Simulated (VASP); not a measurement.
Crystal: C.

```xyz
1
Lattice="0.0000 1.4900 1.4900 1.4900 0.0000 1.4900 1.4900 1.4900 0.0000" Properties=species:S:1:pos:R:3 pbc="T T T"
C     0.0000    0.0000    0.0000
```

```yaml
Program: VASP 6.6.1
Task: relaxation of cell and atoms
Functional: LDA
Potentials_or_basis: VASP PAW LDA potentials, release 64 (C)
Cutoff: 600 eV
k_mesh: 18 × 18 × 18
Occupations: fermi-dirac, width 0.1 eV
Spin: no spin polarisation
```

At the start: pressure 7.3 GPa; volume 6.62 Å³/atom.

**Question.** Where does the relaxation end?

**Answer.** Over 3 steps the energy falls by 5.8 meV/atom and the volume is 6.87 Å³/atom (+3.9 %); space group Fm-3m (No. 225, to 0.05 Å).

The path:
```tsv
step	energy change (eV)	largest force (eV/Å)	pressure (GPa)	volume (Å³)
1	0.0000	0.0000	7.33	6.62
2	-0.0056	0.0000	-0.91	6.91
3	-0.0058	0.0000	0.01	6.87
```

Final structure:
```
CELL_PARAMETERS angstrom
0.00000 1.50915 1.50915
1.50915 0.00000 1.50915
1.50915 1.50915 0.00000
ATOMIC_POSITIONS crystal
C 0.00000 0.00000 0.00000
```
